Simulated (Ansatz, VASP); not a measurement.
# Two plane-wave programs on Cu3N

```
Cu N
1.0
     3.82729    0.00000    0.00000
     0.00000    3.82729    0.00000
     0.00000    0.00000    3.82729
Cu N
3 1
Direct
  0.50000 0.00000 0.00000
  0.00000 0.50000 0.00000
  0.00000 0.00000 0.50000
  0.00000 0.00000 0.00000
```

Alike in both runs: functional PBE; k mesh 10 × 10 × 10; occupations gaussian, width 0.01 eV; no spin polarisation.

Ansatz relaxed the structure, and its values are those at the end. VASP's run is a single point on that final structure, the one shown.

```csv
,VASP,Ansatz
version,VASP 6.6.1,Ansatz 0.2.0
potentials or method,"VASP PAW PBE potentials, release 64 (Cu, N), cutoff 600 eV","scalar-relativistic, plane waves, PAW"
valence electrons in the cell,38,62
```

```tsv
	VASP	Ansatz	Ansatz less VASP
gap on the k mesh at the Fermi level (eV)	0.25	0.22	-0.023
least direct gap on the mesh (eV)	0.79	0.75	-0.033
pressure (GPa)	0.8	0.0	-0.77
```

The functional is the same, so the differences come from potentials, cutoffs and numerics. VASP's potentials hold 38 valence electrons a cell and Ansatz's 62, so a difference there can come from the potentials and not from the codes.
